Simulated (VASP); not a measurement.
Input of a VASP 6.6.1 run:

Contents of INCAR:

```
SYSTEM = Sc
PREC     = Accurate       ! precision mode
ENCUT    = 520            ! plane-wave cutoff, eV
EDIFF    = 1E-6           ! SCF threshold, eV
ISMEAR   = 0              ! smearing method
SIGMA    = 0.1            ! smearing width, eV
LREAL    = .FALSE.        ! projectors in reciprocal space
LASPH    = .TRUE.         ! aspherical terms in the spheres
NELM     = 60             ! most SCF steps
ALGO     = Fast           ! electronic algorithm
ISIF     = 2              ! what is computed and relaxed
LWAVE    = .FALSE.        ! write WAVECAR
LCHARG   = .TRUE.         ! write CHGCAR
GGA      = PE             ! functional
LELF     = .TRUE.         ! ELF
LVHAR    = .TRUE.       
NBANDS   = 18             ! bands
```

Contents of KPOINTS:

```
Automatic mesh
0
G
  6 6 4
  0 0 0
```

Contents of POSCAR:

```
Sc
1.0
    3.0648540856      0.0000000000      0.0000000000
   -1.5324270428      2.6542414970      0.0000000000
    0.0000000000      0.0000000000      4.8506782673
Sc
2
Direct
    0.3333333333      0.6666666667      0.2500000000
    0.6666666667      0.3333333333      0.7500000000
```

Potentials or basis: VASP PAW PBE potentials, release 64 (Sc_sv).

The run is started by

```console
$ cat potpaw_PBE.64/Sc_sv/POTCAR > POTCAR
$ mpirun -np 1 vasp_std > vasp.out
```

(1) Predict the band gap on the k mesh.

(2) What does it give for the pressure?

Answers

(1) zero (band 11 reaches 6.23 eV, above the bottom of band 12 at 4.47 eV).

(2) 17.7 GPa.

Caveat: the k points lie up to 0.39 Å⁻¹ apart.
